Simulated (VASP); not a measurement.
As:

```
As
1.0
     1.79508    1.03639    5.05426
    -1.79508    1.03639    5.05426
     0.00000   -2.07278    5.05426
As
2
Direct
  0.78834 0.78834 0.78834
  0.21166 0.21166 0.21166
```

Program: VASP 6.6.1. Alike in all runs: task single point; level r2SCAN; potentials or basis VASP PAW PBE potentials, release 64 (As); no spin polarisation; cell as given; cutoff (eV) 520.

Order these runs on this cell by their band gap on the k mesh, lowest first.
A. k mesh 10 × 10 × 10; smearing fermi-dirac 0.01 eV
B. k mesh 3 × 3 × 3; smearing fermi-dirac 0.1 eV
C. k mesh 4 × 4 × 4; smearing fermi-dirac 0.1 eV

A (0.60 eV), C (0.95 eV), B (1.34 eV).

Caveats: some runs use coarse meshes; semilocal functionals underestimate gaps, and a narrow one can read as zero (at least some runs).

A k mesh can miss the band edges, odd and even meshes differently.
